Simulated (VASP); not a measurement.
A run of VASP 6.6.1 is set up as follows.

File INCAR:

```
SYSTEM = Tl2Hg
PREC = Accurate
ENCUT = 550
EDIFF = 1E-7
ISMEAR = 0
SIGMA = 0.1
LREAL = .FALSE.
LASPH = .TRUE.
NELM = 120
ALGO = Normal
ISIF = 3
LWAVE = .FALSE.
LCHARG = .FALSE.
GGA = PE
IBRION = 2
NSW = 90
EDIFFG = -0.04
GGA_COMPAT = .FALSE.
NELMIN = 4
```

Contents of KPOINTS:

```
regular mesh
0
G
  4 4 4
  0 0 0
```

Contents of POSCAR:

```
Tl2Hg
1.0
    0.0000000000      4.3791087457      4.3791087457
    4.3791087457      0.0000000000      4.3791087457
    4.3791087457      4.3791087457      0.0000000000
Tl Hg
4 2
Direct
    0.6250000000      0.6250000000      0.6250000000
    0.1250000000      0.6250000000      0.6250000000
    0.6250000000      0.6250000000      0.1250000000
    0.6250000000      0.1250000000      0.6250000000
    0.0000000000      0.0000000000      0.0000000000
    0.2500000000      0.2500000000      0.2500000000
```

Potentials or basis: VASP PAW PBE potentials, release 64 (Tl_d, Hg_sv_GW).

Command:

```console
$ cat potpaw_PBE.64/Tl_d/POTCAR potpaw_PBE.64/Hg_sv_GW/POTCAR > POTCAR
$ mpirun -np 1 vasp_std > vasp.out
```

Question: Predict the band gap on the k mesh.

Answer: Zero (bands 46 and 47 overlap by 1.95 eV).

Question: Estimate the relaxed volume.

Answer: 32.66 Å³/atom.

Question: Predict the relaxed cell.

Answer: a = 6.520 Å, b = 6.520 Å, c = 6.520 Å, α = 60.00°, β = 60.00°, γ = 60.00°.

Question: Predict the space group after relaxing (to 0.1 Å).

Answer: Fd-3m (No. 227).

Step by step:
| step | energy change (eV) | largest force (eV/Å) | pressure (GPa) | volume (Å³) |
| --- | --- | --- | --- | --- |
| 1 | 0.0000 | 0.0000 | 5.30 | 167.95 |
| 2 | -0.3833 | 0.0000 | 0.51 | 191.50 |
| 3 | -0.3895 | 0.0000 | -0.05 | 195.96 |

Caveat: the volume moved by over 15 % at a fixed basis, so the end points are rough; spin-orbit coupling is left out, which moves the levels of the heavy elements.
